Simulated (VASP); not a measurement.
Set up this calculation in VASP 6.6.1, as the native input.

```yaml
Task: relaxation of cell and atoms
Functional: PBE
Potentials_or_basis: VASP PAW PBE potentials, release 64 (B, Br)
Cutoff: 600 eV
k_mesh: 6 × 6 × 6
Occupations: gaussian, width 0.02 eV
Spin: no spin polarisation
Dipole_correction: no
Further_INCAR_settings: ALGO = Normal; EDIFF = 1e-07; IBRION = 2; EDIFFG = -0.01; NSW = 100; ISIF = 3
```

The structure of B3Br lies in POSCAR:

```
B3Br
1.0
    2.1391015527      1.2350108573      8.1720217845
   -2.1391015527      1.2350108573      8.1720217845
    0.0000000000     -2.4700217146      8.1720217845
B Br
6 2
Direct
    0.0980216579      0.6451649867      0.7999153082
    0.6451649867      0.7999153082      0.0980216579
    0.7999153082      0.0980216579      0.6451649867
    0.9019783421      0.3548350133      0.2000846918
    0.3548350133      0.2000846918      0.9019783421
    0.2000846918      0.9019783421      0.3548350133
    0.5966414311      0.5966414311      0.5966414311
    0.4033585689      0.4033585689      0.4033585689
```

The input as run:

INCAR

```
SYSTEM = B3Br
PREC     = Accurate       ! precision mode
ENCUT    = 600            ! plane-wave cutoff, eV
EDIFF    = 1E-7           ! SCF threshold, eV
ISMEAR   = 0              ! smearing method
SIGMA    = 0.02           ! smearing width, eV
LREAL    = .FALSE.        ! projectors in reciprocal space
LASPH    = .TRUE.         ! aspherical terms in the spheres
NELM     = 100            ! most SCF steps
ALGO     = Normal         ! electronic algorithm
ISIF     = 3              ! what is computed and relaxed
LWAVE    = .FALSE.        ! write WAVECAR
LCHARG   = .FALSE.        ! write CHGCAR
GGA      = PE             ! functional
IBRION   = 2              ! ionic algorithm
NSW      = 100            ! ionic steps
EDIFFG   = -0.01          ! ionic threshold
```

KPOINTS

```
regular mesh
0
G
  6 6 6
  0 0 0
```

Potentials or basis: VASP PAW PBE potentials, release 64 (B, Br).

Launch:

```bash
$ cat potpaw_PBE.64/B/POTCAR potpaw_PBE.64/Br/POTCAR > POTCAR
$ mpirun -np 1 vasp_std > vasp.out
```

Results of the run:

```json
{
 "Relaxed volume": "16.20 Å³/atom",
 "Relaxed cell": "a = 8.541 Å, b = 8.541 Å, c = 8.541 Å, α = 29.01°, β = 29.01°, γ = 29.01°",
 "Space group after relaxing (to 0.1 Å)": "R-3 (No. 148)",
 "Energy gained by relaxing": "0.0 meV/atom",
 "Ionic steps": "2",
 "Pressure after relaxing": "0.0 GPa",
 "Largest force after relaxing": "0.005 eV/Å",
 "Band gap on the k mesh": "0.95 eV (least direct gap 1.02 eV)"
}
```

Wall time 13 min on 1 thread of Intel(R) Xeon(R) Platinum 8488C (Sapphire Rapids), on a shared host, peak memory 0.78 GiB.
